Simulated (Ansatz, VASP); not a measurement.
## One calculation of Mg27SeO26, two programs

```
CELL_PARAMETERS angstrom
0.00000 6.32550 6.32550
6.32550 0.00000 6.32550
6.32550 6.32550 0.00000
ATOMIC_POSITIONS crystal
Mg 0.00019 0.00019 0.00019
Mg 0.98397 0.98397 0.34937
Mg 0.00019 0.00019 0.66609
Mg 0.98397 0.34937 0.98397
Mg 0.98397 0.34937 0.34937
Mg 0.00158 0.33175 0.66667
Mg 0.00019 0.66609 0.00019
Mg 0.00158 0.66667 0.33175
Mg 0.00158 0.66667 0.66667
Mg 0.34937 0.98397 0.98397
Mg 0.34937 0.98397 0.34937
Mg 0.33175 0.00158 0.66667
Mg 0.34937 0.34937 0.98397
Mg 0.33314 0.33314 0.33314
Mg 0.33314 0.33314 0.66724
Mg 0.33175 0.66667 0.00158
Mg 0.33314 0.66724 0.33314
Mg 0.33175 0.66667 0.66667
Mg 0.66609 0.00019 0.00019
Mg 0.66667 0.00158 0.33175
Mg 0.66667 0.00158 0.66667
Mg 0.66667 0.33175 0.00158
Mg 0.66724 0.33314 0.33314
Mg 0.66667 0.33175 0.66667
Mg 0.66667 0.66667 0.00158
Mg 0.66667 0.66667 0.33175
Mg 0.66667 0.66667 0.66667
Se 0.16667 0.16667 0.16667
O 0.16667 0.16667 0.50570
O 0.16667 0.16667 0.82763
O 0.16667 0.50570 0.16667
O 0.16567 0.50033 0.50033
O 0.16667 0.50570 0.82763
O 0.16667 0.82763 0.16667
O 0.16667 0.82763 0.50570
O 0.16767 0.83300 0.83300
O 0.50570 0.16667 0.16667
O 0.50033 0.16567 0.50033
O 0.50570 0.16667 0.82763
O 0.50033 0.50033 0.16567
O 0.50033 0.50033 0.50033
O 0.50347 0.50347 0.82987
O 0.50570 0.82763 0.16667
O 0.50347 0.82987 0.50347
O 0.50347 0.82987 0.82987
O 0.82763 0.16667 0.16667
O 0.82763 0.16667 0.50570
O 0.83300 0.16767 0.83300
O 0.82763 0.50570 0.16667
O 0.82987 0.50347 0.50347
O 0.82987 0.50347 0.82987
O 0.83300 0.83300 0.16767
O 0.82987 0.82987 0.50347
O 0.83300 0.83300 0.83300
```

Alike in both runs: functional PBE; k mesh 3 × 3 × 3; occupations fermi-dirac, width 0.01 eV; no spin polarisation.

Ansatz relaxed the structure, and its values are those at the end. VASP's run is a single point on that final structure, the one shown.

```csv
,VASP,Ansatz
version,VASP 6.6.1,Ansatz 0.2.0
potentials or method,"VASP PAW PBE potentials, release 64 (Mg, Se, O)","plane-wave PAW, scalar-relativistic"
plane-wave cutoff (eV),520,420
valence electrons in the cell,216,442
```

VASP gave:

| Item | Value |
| --- | --- |
| gap on the k mesh at the Fermi level (eV) | 3.91 |
| pressure (GPa) | 10.6 |
| rms of the force components (eV/Å) | 0.006 |

What did Ansatz give for the same quantities?

gap on the k mesh at the Fermi level (eV): 3.93; pressure (GPa): 11.3; rms of the force components (eV/Å): 0.005.

The functional is the same, so the differences come from potentials, cutoffs and numerics. VASP's potentials hold 216 valence electrons a cell and Ansatz's 442, so a difference there can come from the potentials and not from the codes. Ansatz's warnings: stress scf threshold loose.
